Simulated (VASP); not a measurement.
Runs of VASP 6.6.1 on CdS. The structure is that of space group P-6m2 (No. 187), or close to it. The cells are those of the table. 

```tsv
cell	gap on the mesh (eV)	pressure (GPa)	largest force (eV/Å)
a = 4.233, b = 4.233, c = 5.765 Å, angles 90.0, 90.0, 120.0°, 2 atoms	(d)	(c)	0.01
a = 4.317, b = 4.317, c = 5.881 Å, angles 90.0, 90.0, 120.0°, 2 atoms	1.83	-1.7	0.02
a = 4.174, b = 4.174, c = 5.686 Å, angles 90.0, 90.0, 120.0°, 2 atoms	2.00	(a)	0.01
a = 4.204, b = 4.204, c = 5.726 Å, angles 90.0, 90.0, 120.0°, 2 atoms	1.97	0.6	-
a = 4.289, b = 4.289, c = 5.843 Å, angles 90.0, 90.0, 120.0°, 2 atoms	(b)	-1.2	0.02
a = 4.345, b = 4.345, c = 5.918 Å, angles 90.0, 90.0, 120.0°, 2 atoms	1.76	-2.1	0.03
a = 4.261, b = 4.261, c = 5.804 Å, angles 90.0, 90.0, 120.0°, 2 atoms	1.90	-0.7	0.01
```

Alike in all rows: task single point; level r2SCAN; potentials or basis VASP PAW PBE potentials, release 64 (Cd, S); no spin polarisation; k mesh 6 × 6 × 4; cutoff (eV) 520; smearing fermi-dirac 0.1 eV.

**Question.** Fill in the values left out.

**Answer.** (a) 1.3; (b) 1.87; (c) -0.1; (d) 1.94.

Caveats: the PAW data sets were made with another functional, which shifts forces and pressure a little.

A k mesh can miss the band edges, and the runs leave out spin-orbit coupling on Cd.
